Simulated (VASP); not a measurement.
# SiO2 (P4_2/mnm) in VASP: a series of runs

Runs on SiO2. Level: LDA. Tasks: single point.

Program: VASP 6.6.1. These are calculated values, not measurements. Logs are shortened: lines on timing, memory, paths and dates and some standing lists are left out, and cuts for length are marked.

### 1 The cell of the first run

It takes space group P4_2/mnm (No. 136, tetragonal). The conventional cell has a = 4.017 Å, b = 4.017 Å, c = 2.392 Å, α = 90.00°, β = 90.00°, γ = 90.00°. Within 2.2 Å of Si (site symmetry mmm) lie 6 O at 1.63 to 1.74 Å. O (site symmetry m2m) has 3 Si at 1.63 to 1.74 Å and 11 O at 2.21 to 2.39 Å within 2.4 Å.

### 2 Single point, LDA (6.43 Å³/atom)

Input file INCAR:

```
SYSTEM = SiO2
ALGO = Normal
EDIFF = 1E-6
ENCUT = 520
ISIF = 2
ISMEAR = 0
LASPH = .TRUE.
LCHARG = .TRUE.
LELF = .TRUE.
LREAL = .FALSE.
LVHAR = .TRUE.
LWAVE = .FALSE.
NBANDS = 25
NELM = 80
PREC = Accurate
SIGMA = 0.05
```

Input file KPOINTS:

```
k-points
0
G
  6 6 10
  0 0 0
```

Input file POSCAR:

```
SiO2
1.0
    4.0169307552      0.0000000000      0.0000000000
    0.0000000000      4.0169307552      0.0000000000
    0.0000000000      0.0000000000      2.3920822647
Si O
2 4
Direct
    0.5000000000      0.5000000000      0.5000000000
    0.0000000000      0.0000000000      0.0000000000
    0.6944252994      0.6944252994      0.0000000000
    0.1944252994      0.8055747006      0.5000000000
    0.3055747006      0.3055747006      0.0000000000
    0.8055747006      0.1944252994      0.5000000000
```

Potentials or basis: VASP PAW LDA potentials, release 64 (Si, O).

Started as:

```sh
$ cat potpaw_LDA.64/Si/POTCAR potpaw_LDA.64/O/POTCAR > POTCAR
$ mpirun -np 1 vasp_std > vasp.out
```

OUTCAR:

```text
SYSTEM = SiO2
   EDIFF = 1E-6
   ENCUT = 520
   ISIF = 2
   ISMEAR = 0
   LASPH = .TRUE.
   LREAL = .FALSE.
   NELM = 80
   PREC = Accurate

 ion  position               nearest neighbor table
   1  0.500  0.500  0.500-   3 1.63   5 1.63   3 1.63   5 1.63   4 1.74   6 1.74   2 3.08   2 3.08
                             2 3.08   2 3.08   2 3.08   2 3.08   2 3.08   2 3.08
   2  0.000  0.000  0.000-   4 1.63   6 1.63   4 1.63   6 1.63   5 1.74   3 1.74   1 3.08   1 3.08
                             1 3.08   1 3.08   1 3.08   1 3.08   1 3.08   1 3.08
   3  0.694  0.694  0.000-   1 1.63   1 1.63   2 1.74
   4  0.194  0.806  0.500-   2 1.63   2 1.63   1 1.74
   5  0.306  0.306  0.000-   1 1.63   1 1.63   2 1.74
   6  0.806  0.194  0.500-   2 1.63   2 1.63   1 1.74

  LATTYP: Found a simple tetragonal cell.
 ALAT       =     4.0169307552
 C/A-ratio  =     0.5955000000

  Lattice vectors:

 A1 = (   4.0169307552,   0.0000000000,   0.0000000000)
 A2 = (   0.0000000000,   4.0169307552,   0.0000000000)
 A3 = (   0.0000000000,   0.0000000000,   2.3920822647)

Analysis of symmetry for initial positions (statically):
=====================================================================
 Subroutine PRICEL returns:
 Original cell was already a primitive cell.

 Routine SETGRP: Setting up the symmetry group for a
 simple tetragonal supercell.

 Subroutine GETGRP returns: Found 16 space group operations
 (whereof  8 operations were pure point group operations)
 out of a pool of 16 trial point group operations.

The static configuration has the point symmetry D_2h.
 The point group associated with its full space group is D_4h.

Analysis of symmetry for dynamics (positions and initial velocities):
=====================================================================
 Subroutine PRICEL returns:
 Original cell was already a primitive cell.

 Routine SETGRP: Setting up the symmetry group for a
 simple tetragonal supercell.

 Subroutine GETGRP returns: Found 16 space group operations
 (whereof  8 operations were pure point group operations)
 out of a pool of 16 trial point group operations.

The dynamic configuration has the point symmetry D_2h.
 The point group associated with its full space group is D_4h.

 Subroutine INISYM returns: Found 16 space group operations
 (whereof  8 operations are pure point group operations),
 and found     1 'primitive' translations

----------------------------------------------------------------------------------------

                                     Primitive cell

  volume of cell :      38.5980

  direct lattice vectors                    reciprocal lattice vectors
     4.016930755  0.000000000  0.000000000     0.248946288  0.000000000  0.000000000
     0.000000000  4.016930755  0.000000000     0.000000000  0.248946288  0.000000000
     0.000000000  0.000000000  2.392082265     0.000000000  0.000000000  0.418045823

  length of vectors
     4.016930755  4.016930755  2.392082265     0.248946288  0.248946288  0.418045823

  position of ions in fractional coordinates (direct lattice)
     0.500000000  0.500000000  0.500000000
     0.000000000  0.000000000  0.000000000
     0.694425299  0.694425299  0.000000000
     0.194425299  0.805574701  0.500000000
     0.305574701  0.305574701  0.000000000
     0.805574701  0.194425299  0.500000000

  ion indices of the primitive-cell ions
   primitive index   ion index
                 1           1
                 2           2
                 3           3
                 4           4
                 5           5
                 6           6

----------------------------------------------------------------------------------------

 KPOINTS: k-points

Automatic generation of k-mesh.
 Grid dimensions read from file:
 generate k-points for:    6    6   10

 Generating k-lattice:

  Cartesian coordinates                     Fractional coordinates (reciprocal lattice)
     0.041491048  0.000000000  0.000000000     0.166666667  0.000000000  0.000000000
[... 61 lines left out ...]
     24      26.4737      0.00000
     25      27.4412      0.00000

 k-point     4 :       0.5000    0.0000    0.0000
  band No.  band energies     occupation
      1     -12.3290      2.00000
      2     -12.3290      2.00000
      3      -8.5316      2.00000
      4      -8.5316      2.00000
      5      -0.2420      2.00000
      6      -0.2420      2.00000
[... 17 lines left out ...]
     24      26.9341      0.00000
     25      27.4483      0.00000

 k-point     5 :       0.1667    0.1667    0.0000
  band No.  band energies     occupation
      1     -13.4607      2.00000
      2     -10.4261      2.00000
      3      -9.3738      2.00000
      4      -8.3213      2.00000
      5      -1.0759      2.00000
      6       2.1427      2.00000
[... 17 lines left out ...]
     24      26.0930      0.00000
     25      27.7105      0.00000

 k-point     6 :       0.3333    0.1667    0.0000
  band No.  band energies     occupation
      1     -12.9729      2.00000
      2     -11.2651      2.00000
      3      -9.2333      2.00000
      4      -8.4284      2.00000
      5      -0.6050      2.00000
      6       1.2289      2.00000
[... 17 lines left out ...]
     24      26.7334      0.00000
     25      27.0585      0.00000
[... 393 lines left out ...]
 k-point    21 :       0.0000    0.0000    0.2000
  band No.  band energies     occupation
      1     -13.0785      2.00000
      2      -8.8584      2.00000
      3      -8.7870      2.00000
      4      -8.7870      2.00000
      5      -0.9339      2.00000
      6       3.3132      2.00000
[... 17 lines left out ...]
     24      27.0071      0.00000
     25      27.3388      0.00000

 k-point    22 :       0.1667    0.0000    0.2000
  band No.  band energies     occupation
      1     -12.9154      2.00000
      2      -9.7126      2.00000
      3      -8.7068      2.00000
      4      -8.2631      2.00000
      5      -0.7543      2.00000
      6       2.3625      2.00000
[... 17 lines left out ...]
     24      26.0503      0.00000
     25      26.5398      0.00000

 k-point    23 :       0.3333    0.0000    0.2000
  band No.  band energies     occupation
      1     -12.4377      2.00000
      2     -10.7314      2.00000
      3      -8.4949      2.00000
      4      -8.1051      2.00000
      5      -0.3083      2.00000
      6       1.2530      2.00000
[... 17 lines left out ...]
     24      25.4110      0.00000
     25      26.2149      0.00000

 k-point    24 :       0.5000    0.0000    0.2000
  band No.  band energies     occupation
      1     -11.6842      2.00000
      2     -11.6842      2.00000
      3      -8.2426      2.00000
      4      -8.2426      2.00000
      5       0.3474      2.00000
      6       0.3474      2.00000
[... 17 lines left out ...]
     24      24.9811      0.00000
     25      26.5530      0.00000

 [... further k-points ...]
[... 5 lines left out ...]
  --------------------------------------------------------------------------------------
  -------------------------------------------------------------------------------------
  Total       16.2963252     16.2963252     34.2463020     -0.0000000      0.0000000      0.0000000
  in kB      676.4496310    676.4496310   1421.5412388     -0.0000000      0.0000000      0.0000000
  external PRESSURE =     924.8135002 kB  Pullay stress =       0.0000000 kB

 VOLUME and BASIS-vectors are now :
 -----------------------------------------------------------------------------
  energy-cutoff  :      520.00
  volume of cell :       38.60
      direct lattice vectors                 reciprocal lattice vectors
     4.016930755  0.000000000  0.000000000     0.248946288  0.000000000  0.000000000
     0.000000000  4.016930755  0.000000000     0.000000000  0.248946288  0.000000000
     0.000000000  0.000000000  2.392082265     0.000000000  0.000000000  0.418045823

 POSITION                                       TOTAL-FORCE (eV/Angst)
 -----------------------------------------------------------------------------------
      2.00847      2.00847      1.19604         0.000000     -0.000000      0.000000
      0.00000      0.00000      0.00000         0.000000     -0.000000      0.000000
      2.78946      2.78946      0.00000         1.190774      1.190774      0.000000
      0.78099      3.23594      1.19604         1.190774     -1.190774      0.000000
      1.22747      1.22747      0.00000        -1.190774     -1.190774     -0.000000
      3.23594      0.78099      1.19604        -1.190774      1.190774      0.000000
 -----------------------------------------------------------------------------------
    total drift:                               -0.000000      0.000000      0.000000

  FREE ENERGIE OF THE ION-ELECTRON SYSTEM (eV)
  ---------------------------------------------------
  free  energy   TOTEN  =       -49.6904474559 eV

  energy  without entropy=      -49.6904474559  energy(sigma->0) =      -49.69044746
```

It took 58 s on 1 thread of Intel Xeon 8259CL, shared host; peak memory 0.16 GiB.

What came out:

```
Free energy            : -49.6904 eV
Pressure               : 92.5 GPa
Largest force          : 1.684 eV/Å
Band gap on the k mesh : 8.31 eV
```

Forces in eV/Å, atoms in the order of the input:
```
Si   0.000  0.000  0.000
Si   0.000  0.000  0.000
O    1.191  1.191  0.000
O    1.191 -1.191  0.000
O   -1.191 -1.191  0.000
O   -1.191  1.191  0.000
```

Stress tensor (GPa, compression positive):
```
 67.64   0.00   0.00
  0.00  67.64   0.00
  0.00   0.00 142.15
```

Levels at points of the mesh, in eV from the valence-band top:
```csv
k point,band 13,band 14,band 15,band 16,band 17,band 18,band 19,band 20
"(0.00, 0.00, 0.00)",-2.18,-1.07,-1.07,0.00,8.31,9.42,11.21,11.21
"(0.50, 0.00, 0.00)",-2.63,-2.63,-1.35,-1.35,10.61,10.61,11.27,11.27
"(0.50, 0.50, 0.00)",-3.26,-3.26,-2.93,-2.93,10.16,10.16,12.19,12.19
"(0.00, 0.00, 0.50)",-3.84,-3.84,-3.42,-3.42,11.29,11.29,14.11,14.11
"(0.50, 0.00, 0.50)",-2.91,-2.91,-2.26,-2.26,10.05,10.05,11.23,11.23
"(0.50, 0.50, 0.50)",-2.30,-2.30,-1.99,-1.99,9.19,9.19,11.83,11.83
```

Caveat: the cell stands under pressure; forces of over 1 eV/Å act on the atoms, so gaps and moduli don't describe the material at rest.

### 3 Single point, LDA (6.43 Å³/atom)

Input file INCAR:

```
SYSTEM = SiO2
PREC     = Accurate       ! precision mode
ENCUT    = 520            ! plane-wave cutoff, eV
EDIFF    = 1E-7           ! SCF threshold, eV
ISMEAR   = 0              ! smearing method
SIGMA    = 0.05           ! smearing width, eV
LREAL    = .False.        ! projectors in reciprocal space
LASPH    = .True.         ! aspherical terms in the spheres
NELM     = 80             ! most SCF steps
ALGO     = Normal         ! electronic algorithm
ISIF     = 2              ! what is computed and relaxed
LWAVE    = .False.        ! write WAVECAR
LCHARG   = .False.        ! write CHGCAR
NBANDS   = 25             ! bands
```

Input file KPOINTS:

```
regular mesh
0
Gamma
  6 6 10
  0 0 0
```

Changes to POSCAR since step 2:

```diff
@@ -2,5 +2,5 @@
 1.0
-    4.0169307552      0.0000000000      0.0000000000
-    0.0000000000      4.0169307552      0.0000000000
-    0.0000000000      0.0000000000      2.3920822647
+    3.8266953424      0.0000000000      0.0000000000
+    0.0000000000      3.8266953424      0.0000000000
+    0.0000000000      0.0000000000      2.6358277518
 Si O
```

Potentials or basis: VASP PAW LDA potentials, release 64 (Si, O).

Started as:

```sh
$ cat potpaw_LDA.64/Si/POTCAR potpaw_LDA.64/O/POTCAR > POTCAR
$ mpirun -np 1 vasp_std > vasp.out
```

It took 54 s on 1 thread of Intel Xeon 8259CL, shared host; peak memory 0.16 GiB.

Results (log left out):

```
Free energy            : -50.1196 eV
Pressure               : 82.7 GPa
Largest force          : 1.101 eV/Å
Band gap on the k mesh : 5.89 eV
```

Forces in eV/Å, atoms in the order of the input:
```
Si   0.000  0.000  0.000
Si   0.000  0.000  0.000
O    0.779  0.779  0.000
O    0.779 -0.779  0.000
O   -0.779 -0.779  0.000
O   -0.779  0.779  0.000
```

Stress tensor (GPa, compression positive):
```
93.69  0.00  0.00
 0.00 93.69  0.00
 0.00  0.00 60.78
```

Levels at points of the mesh, in eV from the valence-band top:
```csv
k point,band 12,band 13,band 14,band 15,band 16,band 17,band 18,band 19,band 20,band 21
"(0.00, 0.00, 0.00)",-4.10,-2.94,-0.85,-0.85,0.00,5.89,8.74,8.74,8.76,11.91
"(0.50, 0.00, 0.00)",-4.72,-3.37,-3.37,-1.18,-1.18,8.56,8.56,9.91,9.91,13.38
"(0.50, 0.50, 0.00)",-4.36,-3.35,-3.35,-2.60,-2.60,8.59,8.59,10.92,10.92,14.89
"(0.00, 0.00, 0.50)",-5.05,-4.39,-4.39,-3.28,-3.28,11.62,11.62,13.89,13.89,14.63
"(0.50, 0.00, 0.50)",-4.86,-2.48,-2.48,-2.15,-2.15,10.53,10.53,12.80,12.80,13.35
"(0.50, 0.50, 0.50)",-4.77,-1.86,-1.86,-1.79,-1.79,9.97,9.97,12.34,12.34,12.65
```

Caveat: the cell stands under pressure; forces of over 1 eV/Å act on the atoms, so gaps and moduli don't describe the material at rest. A k mesh can miss the band edges.

### 4 Single point, LDA (6.43 Å³/atom)

Input file INCAR:

```
PREC = Accurate
ENCUT = 520
EDIFF = 1E-7
ISMEAR = 0
SIGMA = 0.05
LREAL = False
LASPH = True
NELM = 60
ALGO = Normal
ISIF = 2
LWAVE = False
LCHARG = False
GGA = CA
NBANDS = 25
```

Input file KPOINTS:

```
regular mesh
0
Gamma
  6 6 10
```

Changes to POSCAR since step 3:

```diff
@@ -2,5 +2,5 @@
 1.0
-    3.8266953424      0.0000000000      0.0000000000
-    0.0000000000      3.8266953424      0.0000000000
-    0.0000000000      0.0000000000      2.6358277518
+    4.1155709471      0.0000000000      0.0000000000
+    0.0000000000      4.1155709471      0.0000000000
+    0.0000000000      0.0000000000      2.2787916334
 Si O
```

Started as:

```sh
$ cat potpaw_LDA.64/Si/POTCAR potpaw_LDA.64/O/POTCAR > POTCAR
$ mpirun -np 1 vasp_std > vasp.out
```

Run time: 54 s. Hardware: 1 thread of Intel Xeon 8259CL, shared host; peak memory 0.16 GiB.

It converged, with:

* Free energy: -48.4392 eV
* Pressure: 102.5 GPa
* Largest force: 1.803 eV/Å
* Band gap on the k mesh: 8.87 eV

Forces on the atoms (eV/Å):
```
Si   0.000  0.000  0.000
Si   0.000  0.000  0.000
O    1.275  1.275  0.000
O    1.275 -1.275  0.000
O   -1.275 -1.275  0.000
O   -1.275  1.275  0.000
```

Stress tensor (GPa, compression positive):
```
 55.38   0.00   0.00
  0.00  55.38   0.00
  0.00   0.00 196.69
```

Levels at points of the mesh, in eV from the valence-band top:
```
           k point  band 12  band 13  band 14  band 15  band 16  band 17  band 18  band 19  band 20  band 21
(0.00, 0.00, 0.00)    -2.26    -1.34    -1.08    -1.08     0.00     8.87     9.92    11.51    12.20    12.20
(0.50, 0.00, 0.00)    -3.10    -1.78    -1.78    -1.37    -1.37    10.23    10.23    12.28    12.28    13.00
(0.50, 0.50, 0.00)    -2.68    -2.62    -2.62    -2.34    -2.34    10.67    10.67    11.90    11.90    14.53
(0.00, 0.00, 0.50)    -5.38    -3.30    -3.30    -3.19    -3.19    11.33    11.33    13.74    13.74    13.79
(0.50, 0.00, 0.50)    -4.72    -2.83    -2.83    -2.01    -2.01    10.03    10.03    10.72    10.72    13.11
(0.50, 0.50, 0.50)    -5.29    -2.27    -2.27    -1.75    -1.75     8.95     8.95    11.58    11.58    11.99
```

Caveat: the cell stands under pressure; forces of over 1 eV/Å act on the atoms, so gaps and moduli don't describe the material at rest. A k mesh can miss the band edges.

### 5 Single point, LDA (6.68 Å³/atom)

This run uses another cell than the first one, of 6.68 Å³/atom.

Input file INCAR:

```
SYSTEM = SiO2
  ALGO = Normal
  EDIFF = 1E-6
  ENCUT = 520
  ISIF = 2
  ISMEAR = 0
  LASPH = .TRUE.
  LCHARG = .TRUE.
  LELF = .TRUE.
  LREAL = .FALSE.
  LVHAR = .TRUE.
  LWAVE = .FALSE.
  NBANDS = 25
  NELM = 60
  PREC = Accurate
  SIGMA = 0.05
```

Input file KPOINTS:

```
k-points
0
G
  6 6 10
  0 0 0
```

Changes to POSCAR since step 4:

```diff
@@ -2,5 +2,5 @@
 1.0
-    4.1155709471      0.0000000000      0.0000000000
-    0.0000000000      4.1155709471      0.0000000000
-    0.0000000000      0.0000000000      2.2787916334
+    4.0181868304      0.0000000000      0.0000000000
+    0.0000000000      4.0181868304      0.0000000000
+    0.0000000000      0.0000000000      2.4816321865
 Si O
```

Started as:

```sh
$ cat potpaw_LDA.64/Si/POTCAR potpaw_LDA.64/O/POTCAR > POTCAR
$ mpirun -np 1 vasp_std > vasp.out
```

Run time: 67 s. Hardware: 1 thread of Intel Xeon 8259CL, shared host; peak memory 0.16 GiB.

The run converged. Its results:

* Free energy: -50.7485 eV
* Pressure: 65.5 GPa
* Largest force: 1.149 eV/Å
* Band gap on the k mesh: 7.49 eV

Forces on the atoms (eV/Å):
```
Si   0.000  0.000  0.000
Si   0.000  0.000  0.000
O    0.812  0.812  0.000
O    0.812 -0.812  0.000
O   -0.812 -0.812  0.000
O   -0.812  0.812  0.000
```

Stress tensor (GPa, compression positive):
```
52.77  0.00  0.00
 0.00 52.77  0.00
 0.00  0.00 91.10
```

Levels at points of the mesh, in eV from the valence-band top:
```csv
k point,band 14,band 15,band 16,band 17,band 18,band 19
"(0.00, 0.00, 0.00)",-1.02,-1.02,0.00,7.49,8.63,10.19
"(0.50, 0.00, 0.00)",-2.86,-1.28,-1.28,9.73,9.73,10.76
"(0.50, 0.50, 0.00)",-3.00,-2.96,-2.96,9.35,9.35,11.64
"(0.00, 0.00, 0.50)",-3.83,-3.31,-3.31,10.84,10.84,14.00
"(0.50, 0.00, 0.50)",-2.77,-2.20,-2.20,9.86,9.86,11.11
"(0.50, 0.50, 0.50)",-2.16,-1.94,-1.94,8.84,8.84,11.74
```

Caveat: the cell stands under pressure; forces of over 1 eV/Å act on the atoms, so gaps and moduli don't describe the material at rest. A k mesh can miss the band edges.

### 6 Overview

```tsv
cell	gap on the mesh (eV)	pressure (GPa)	largest force (eV/Å)
a = 4.017, b = 4.017, c = 2.392 Å, 6 atoms	8.31	92.5	1.68
a = 3.827, b = 3.827, c = 2.636 Å, 6 atoms	5.89	82.7	1.10
a = 4.116, b = 4.116, c = 2.279 Å, 6 atoms	8.87	102.5	1.80
a = 4.018, b = 4.018, c = 2.482 Å, 6 atoms	7.49	65.5	1.15
```

Alike in all rows: task single point; level LDA; potentials or basis VASP PAW LDA potentials, release 64 (Si, O); no spin polarisation; k mesh 6 × 6 × 10; cutoff (eV) 520; smearing gaussian 0.05 eV.

Caveats: the cell stands under pressure; forces of over 1 eV/Å act on the atoms, so gaps and moduli don't describe the material at rest.

Absolute energies hang on the potentials; compare differences alone.
